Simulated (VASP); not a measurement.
# In (R-3m) in VASP: a series of runs

In is run at these levels: PBEsol; tasks: single point.

Everything below comes from runs of VASP 6.6.1. Logs are shortened: lines on timing, memory, paths and dates and some standing lists are left out, and cuts for length are marked.

## Step 1: The cell of the first run

The structure is trigonal, space group R-3m (No. 166). Conventional cell: a = 3.373 Å, b = 3.373 Å, c = 24.622 Å, α = 90.00°, β = 90.00°, γ = 120.00°. In (site symmetry -3m) has 12 In at 3.36 to 3.37 Å within 4.4 Å. Within 4.4 Å of In (site symmetry 3m) lie 12 In at 3.35 to 3.37 Å.

## Step 2: Single point, PBEsol (equal xx and yy strain of +1 %)

The input, INCAR:

```
SYSTEM = In
  ALGO = Normal
  EDIFF = 1E-6
  ENCUT = 520
  GGA = PS
  ISIF = 2
  ISMEAR = -1
  LASPH = .True.
  LCHARG = .True.
  LELF = .True.
  LREAL = .False.
  LVHAR = .True.
  LWAVE = .False.
  NBANDS = 26
  NELM = 80
  PREC = Accurate
  SIGMA = 0.05
```

The input, KPOINTS:

```
k-points
0
Gamma
  14 14 14
  0 0 0
```

The input, POSCAR:

```
In
1.0
    1.6863331848      0.9736049182      8.2074632500
   -1.6863331848      0.9736049182      8.2074632500
    0.0000000000     -1.9472098363      8.2074632500
In
3
Direct
    0.0000000000      0.0000000000      0.0000000000
    0.7780122400      0.7780122400      0.7780122400
    0.2219877600      0.2219877600      0.2219877600
```

Potentials or basis: VASP PAW PBE potentials, release 64 (In_d).

Command:

```sh
$ cat potpaw_PBE.64/In_d/POTCAR > POTCAR
$ mpirun -np 1 vasp_std > vasp.out
```

OUTCAR:

```text
SYSTEM = In
   EDIFF = 1E-6
   ENCUT = 520
   GGA = PS
   ISIF = 2
   ISMEAR = -1
   LASPH = .True.
   LREAL = .False.
   NELM = 80
   PREC = Accurate

 ion  position               nearest neighbor table
   1  0.000  0.000  0.000-   2 3.36   3 3.36   2 3.36   2 3.36   3 3.36   3 3.36
   2  0.778  0.778  0.778-   3 3.35   3 3.35   3 3.35   1 3.36   1 3.36   1 3.36
   3  0.222  0.222  0.222-   2 3.35   2 3.35   2 3.35   1 3.36   1 3.36   1 3.36

  LATTYP: Found a trigonal (rhomboedric) cell.
 ALAT       =     8.4352877335
 COS(alpha) =     0.9200686835

  Lattice vectors:

 A1 = (   1.6863331848,   0.9736049182,   8.2074632500)
 A2 = (  -1.6863331848,   0.9736049182,   8.2074632500)
 A3 = (   0.0000000000,  -1.9472098363,   8.2074632500)

Analysis of symmetry for initial positions (statically):
=====================================================================
 Subroutine PRICEL returns:
 Original cell was already a primitive cell.

 Routine SETGRP: Setting up the symmetry group for a
 trigonal (rhombohedral) supercell.

 Subroutine GETGRP returns: Found 12 space group operations
 (whereof 12 operations were pure point group operations)
 out of a pool of 12 trial point group operations.

The static configuration has the point symmetry D_3d.

Analysis of symmetry for dynamics (positions and initial velocities):
=====================================================================
 Subroutine PRICEL returns:
 Original cell was already a primitive cell.

 Routine SETGRP: Setting up the symmetry group for a
 trigonal (rhombohedral) supercell.

 Subroutine GETGRP returns: Found 12 space group operations
 (whereof 12 operations were pure point group operations)
 out of a pool of 12 trial point group operations.

The dynamic configuration has the point symmetry D_3d.

 Subroutine INISYM returns: Found 12 space group operations
 (whereof 12 operations are pure point group operations),
 and found     1 'primitive' translations

----------------------------------------------------------------------------------------

                                     Primitive cell

  volume of cell :      80.8512

  direct lattice vectors                    reciprocal lattice vectors
     1.686333185  0.973604918  8.207463250     0.296501311  0.171185112  0.040613442
    -1.686333185  0.973604918  8.207463250    -0.296501311  0.171185112  0.040613442
     0.000000000 -1.947209836  8.207463250     0.000000000 -0.342370223  0.040613442

[... 83 lines left out ...]
   ENCUT  =  520.0 eV  38.22 Ry    6.18 a.u.  15.68 15.68 15.68*2*pi/ulx,y,z
   NELM   =     80;   NELMIN=  2; NELMDL= -5     # of ELM steps
   EDIFF  = 0.1E-05   stopping-criterion for ELM
   LREAL  =      F    real-space projection
   EDIFFG = 0.1E-04   stopping-criterion for IOM
   NSW    =      0    number of steps for IOM
   IBRION =     -1    ionic relax: 0-MD 1-quasi-New 2-CG
   NFREE  =      0    steps in history (QN), initial steepest desc. (CG)
   ISIF   =      2    stress and relaxation
   ISYM   =      2    0-nonsym 1-usesym 2-fastsym
   POTIM  = 0.5000    time-step for ionic-motion
   TEBEG  =    0.0;   TEEND  =   0.0 temperature during run
   PSTRESS=    0.0 pullay stress
   NELECT =      39.0000    total number of electrons
   NUPDOWN=      -1.0000    fix difference up-down
   EMIN   =  10.00;   EMAX   =-10.00  energy-range for DOS
   EFERMI =   0.00;   METHOD = LEGACY
   ISMEAR =    -1;   SIGMA  =   0.05  broadening in eV -4-tet -1-fermi 0-gaus
   EFERMI_NEDOS =   21; number of points for ismear=-14 and -15
   IALGO  =     38    algorithm
   IMIX   =      4    mixing-type and parameters
     AMIX     =   0.40;   BMIX     =  1.00
     AMIX_MAG =   1.60;   BMIX_MAG =  1.00
  volume/ion in A,a.u.               =      26.95       181.87
  Fermi-wavevector in a.u.,A,eV,Ry     =   1.283909  2.426236 22.428148  1.648422
  Thomas-Fermi vector in A             =   2.416134
   LORBIT       =      0    0 simple, 1 ext, 2 COOP (PROOUT), +10 PAW based schemes
   GGA     = PS    functional components
   LHFCALC =     F    Hartree Fock is set to
   AEXX    =    0.0000 exact exchange contribution
   IVDW    =     0    specifies the selected vdW correction
   LEPSILON=     F    determine dielectric tensor
   LRPA    =     F    only Hartree local field effects (RPA)
 non-spin polarized calculation
  energy-cutoff  :      520.00
  volume of cell :       80.85
 maximum number of plane-waves:      2205
   NGX = 31   NGY = 31   NGZ = 31

 number of electron      38.9999997 magnetization

 Free energy of the ion-electron system (eV)
  ---------------------------------------------------
  ext. energy  EPLUGINS =         0.00000000
  ---------------------------------------------------
  free energy    TOTEN  =        -8.91384998 eV

  energy without entropy =       -8.90107889  energy(sigma->0) =       -8.90746444

 E-fermi :   7.0308     XC(G=0): -10.2651

 val. band max:        7.0272587008   @ k =  -0.2857   0.5000   0.0714
 cond. band min:       7.0310509518   @ k =  -0.2143  -0.4286   0.1429
 fundamental gap:      0.0037922510
 Fermi energy:         7.0308483132

 k-point     1 :       0.0000    0.0000    0.0000
  band No.  band energies     occupation
      1      -7.5248      2.00000
      2      -7.5225      2.00000
      3      -7.4830      2.00000
      4      -7.4830      2.00000
      5      -7.4816      2.00000
      6      -7.4603      2.00000
[... 685 lines left out ...]
     25      13.2773      0.00000
     26      14.5754      0.00000

 [... further k-points ...]

------------------------ aborting loop because EDIFF is reached ----------------------------------------

  FORCE on cell =-STRESS in cart. coord.  units (eV):
  Direction    XX          YY          ZZ          XY          YZ          ZX
  --------------------------------------------------------------------------------------
  -------------------------------------------------------------------------------------
  Total       -1.0257964     -1.0257964     -0.8928760      0.0000000     -0.0000000      0.0000000
  in kB      -20.3275679    -20.3275679    -17.6935675      0.0000000     -0.0000000      0.0000000
  external PRESSURE =     -19.4495677 kB  Pullay stress =       0.0000000 kB

 VOLUME and BASIS-vectors are now :
 -----------------------------------------------------------------------------
  energy-cutoff  :      520.00
  volume of cell :       80.85
      direct lattice vectors                 reciprocal lattice vectors
     1.686333185  0.973604918  8.207463250     0.296501311  0.171185112  0.040613442
    -1.686333185  0.973604918  8.207463250    -0.296501311  0.171185112  0.040613442
     0.000000000 -1.947209836  8.207463250     0.000000000 -0.342370223  0.040613442

 POSITION                                       TOTAL-FORCE (eV/Angst)
 -----------------------------------------------------------------------------------
      0.00000      0.00000      0.00000         0.000000     -0.000000     -0.000000
      0.00000      0.00000     19.15652         0.000000     -0.000000     -0.007469
      0.00000      0.00000      5.46587         0.000000      0.000000      0.007469
 -----------------------------------------------------------------------------------
    total drift:                                0.000000      0.000000     -0.000000

  FREE ENERGIE OF THE ION-ELECTRON SYSTEM (eV)
  ---------------------------------------------------
  free  energy   TOTEN  =        -8.9138499847 eV

  energy  without entropy=       -8.9010788930  energy(sigma->0) =       -8.90746444
```

Run time: 41 min. Hardware: 1 thread of Intel Xeon Platinum 8259CL at 2.50GHz (Skylake/Cascade Lake), shared host; peak memory 0.83 GiB.

Results:

* Free energy: -8.9138 eV
* Pressure: -1.9 GPa
* Largest force: 0.007 eV/Å
* Band gap on the k mesh: zero (an odd number of electrons rules out a gap without spin polarisation)

Forces on the atoms (eV/Å):
```
In   0.000  0.000  0.000
In   0.000  0.000 -0.007
In   0.000  0.000  0.007
```

Caveat: the cell differs from its parent crystal (equal xx and yy strain of +1 %); the PAW data sets were made with another functional, which shifts forces and pressure a little; spin-orbit coupling is left out, which moves the levels of the heavy elements.

## Step 3: Single point, PBEsol (equal xx and yy strain of +2 %)

The input, INCAR:

```
PREC = Accurate
ENCUT = 520
EDIFF = 1E-6
ISMEAR = -1
SIGMA = 0.05
LREAL = False
LASPH = True
NELM = 80
ALGO = Normal
ISIF = 2
LWAVE = False
LCHARG = False
GGA = PS
NBANDS = 26
```

The input, KPOINTS:

```
regular mesh
0
Gamma
  14 14 14
```

The input, POSCAR:

```
In
1.0
    1.7030295529      0.9832445708      8.2074632500
   -1.7030295529      0.9832445708      8.2074632500
    0.0000000000     -1.9664891416      8.2074632500
In
3
Direct
    0.0000000000      0.0000000000      0.0000000000
    0.7780122400      0.7780122400      0.7780122400
    0.2219877600      0.2219877600      0.2219877600
```

Potentials or basis: VASP PAW PBE potentials, release 64 (In_d).

Command:

```sh
$ cat potpaw_PBE.64/In_d/POTCAR > POTCAR
$ mpirun -np 1 vasp_std > vasp.out
```

OUTCAR:

```text
PREC = Accurate
   ENCUT = 520
   EDIFF = 1E-6
   ISMEAR = -1
   LREAL = False
   LASPH = True
   NELM = 80
   ISIF = 2
   GGA = PS

 ion  position               nearest neighbor table
   1  0.000  0.000  0.000-   2 3.37   3 3.37   2 3.37   2 3.37   3 3.37   3 3.37
   2  0.778  0.778  0.778-   3 3.36   3 3.36   3 3.36   1 3.37   1 3.37   1 3.37
   3  0.222  0.222  0.222-   2 3.36   2 3.36   2 3.36   1 3.37   1 3.37   1 3.37

  LATTYP: Found a trigonal (rhomboedric) cell.
 ALAT       =     8.4397590335
 COS(alpha) =     0.9185644057

  Lattice vectors:

 A1 = (   1.7030295529,   0.9832445708,   8.2074632500)
 A2 = (  -1.7030295529,   0.9832445708,   8.2074632500)
 A3 = (   0.0000000000,  -1.9664891416,   8.2074632500)

Analysis of symmetry for initial positions (statically):
=====================================================================
 Subroutine PRICEL returns:
 Original cell was already a primitive cell.

 Routine SETGRP: Setting up the symmetry group for a
 trigonal (rhombohedral) supercell.

 Subroutine GETGRP returns: Found 12 space group operations
 (whereof 12 operations were pure point group operations)
 out of a pool of 12 trial point group operations.

The static configuration has the point symmetry D_3d.

Analysis of symmetry for dynamics (positions and initial velocities):
=====================================================================
 Subroutine PRICEL returns:
 Original cell was already a primitive cell.

 Routine SETGRP: Setting up the symmetry group for a
 trigonal (rhombohedral) supercell.

 Subroutine GETGRP returns: Found 12 space group operations
 (whereof 12 operations were pure point group operations)
 out of a pool of 12 trial point group operations.

The dynamic configuration has the point symmetry D_3d.

 Subroutine INISYM returns: Found 12 space group operations
 (whereof 12 operations are pure point group operations),
[... 112 lines left out ...]
   EFERMI =   0.00;   METHOD = LEGACY
   ISMEAR =    -1;   SIGMA  =   0.05  broadening in eV -4-tet -1-fermi 0-gaus
   EFERMI_NEDOS =   21; number of points for ismear=-14 and -15
   IALGO  =     38    algorithm
   IMIX   =      4    mixing-type and parameters
     AMIX     =   0.40;   BMIX     =  1.00
     AMIX_MAG =   1.60;   BMIX_MAG =  1.00
  volume/ion in A,a.u.               =      27.49       185.49
  Fermi-wavevector in a.u.,A,eV,Ry     =   1.275504  2.410352 22.135450  1.626910
  Thomas-Fermi vector in A             =   2.408212
   LORBIT       =      0    0 simple, 1 ext, 2 COOP (PROOUT), +10 PAW based schemes
   GGA     = PS    functional components
   LHFCALC =     F    Hartree Fock is set to
   AEXX    =    0.0000 exact exchange contribution
   IVDW    =     0    specifies the selected vdW correction
   LEPSILON=     F    determine dielectric tensor
   LRPA    =     F    only Hartree local field effects (RPA)
 non-spin polarized calculation
  energy-cutoff  :      520.00
  volume of cell :       82.46
 maximum number of plane-waves:      2240
   NGX = 31   NGY = 31   NGZ = 31

 number of electron      38.9999997 magnetization

 Free energy of the ion-electron system (eV)
  ---------------------------------------------------
  ext. energy  EPLUGINS =         0.00000000
  ---------------------------------------------------
  free energy    TOTEN  =        -8.89084776 eV

  energy without entropy =       -8.87789780  energy(sigma->0) =       -8.88437278

 E-fermi :   6.8091     XC(G=0): -10.1725

 val. band max:        6.8011385669   @ k =  -0.2857   0.2857   0.0000
 cond. band min:       6.8098258681   @ k =  -0.2857   0.5000   0.2143
 fundamental gap:      0.0086873012
 Fermi energy:         6.8091104320

 k-point     1 :       0.0000    0.0000    0.0000
  band No.  band energies     occupation
      1      -7.7151      2.00000
      2      -7.7117      2.00000
      3      -7.6814      2.00000
      4      -7.6814      2.00000
      5      -7.6707      2.00000
      6      -7.6566      2.00000
[... 685 lines left out ...]
     25      12.9383      0.00000
     26      14.2318      0.00000

 [... further k-points ...]

------------------------ aborting loop because EDIFF is reached ----------------------------------------

  FORCE on cell =-STRESS in cart. coord.  units (eV):
  Direction    XX          YY          ZZ          XY          YZ          ZX
  --------------------------------------------------------------------------------------
  -------------------------------------------------------------------------------------
  Total       -1.3848698     -1.3848698     -1.1801748      0.0000000      0.0000000     -0.0000000
  in kB      -26.9076395    -26.9076395    -22.9304707      0.0000000      0.0000000     -0.0000000
  external PRESSURE =     -25.5819166 kB  Pullay stress =       0.0000000 kB

 VOLUME and BASIS-vectors are now :
 -----------------------------------------------------------------------------
  energy-cutoff  :      520.00
  volume of cell :       82.46
      direct lattice vectors                 reciprocal lattice vectors
     1.703029553  0.983244571  8.207463250     0.293594435  0.169506826  0.040613442
    -1.703029553  0.983244571  8.207463250    -0.293594435  0.169506826  0.040613442
     0.000000000 -1.966489142  8.207463250     0.000000000 -0.339013653  0.040613442

 POSITION                                       TOTAL-FORCE (eV/Angst)
 -----------------------------------------------------------------------------------
      0.00000      0.00000      0.00000         0.000000      0.000000      0.000000
      0.00000      0.00000     19.15652         0.000000      0.000000      0.000283
      0.00000      0.00000      5.46587         0.000000     -0.000000     -0.000283
 -----------------------------------------------------------------------------------
    total drift:                                0.000000      0.000000     -0.000000

  FREE ENERGIE OF THE ION-ELECTRON SYSTEM (eV)
  ---------------------------------------------------
  free  energy   TOTEN  =        -8.8908477643 eV

  energy  without entropy=       -8.8778978028  energy(sigma->0) =       -8.88437278
```

stdout:

```text
POSCAR found type information on POSCAR In
 POSCAR found :  1 types and       3 ions
 scaLAPACK will be used
 -----------------------------------------------------------------------------
|                                                                             |
|                                                                             |
|     You enforced a specific xc type in the INCAR file but a different       |
|     I HOPE YOU KNOW WHAT YOU ARE DOING!                                     |
|                                                                             |
 -----------------------------------------------------------------------------

 LDA part: xc-table for (Slater+PW92), standard interpolation
 POSCAR, INCAR and KPOINTS ok, starting setup
 FFT: planning ... GRIDC
 FFT: planning ... GRID_SOFT
 FFT: planning ... GRID
 WAVECAR not read
 entering main loop
```

It took 75 min on 1 thread of Intel Xeon Platinum 8259CL at 2.50GHz (Skylake/Cascade Lake), shared host; peak memory 0.84 GiB.

What came out:

| Item | Value |
| --- | --- |
| Free energy | -8.8908 eV |
| Pressure | -2.6 GPa |
| Band gap on the k mesh | zero (an odd number of electrons rules out a gap without spin polarisation) |

Caveat: the cell differs from its parent crystal (equal xx and yy strain of +2 %); the PAW data sets were made with another functional, which shifts forces and pressure a little; spin-orbit coupling is left out, which moves the levels of the heavy elements.
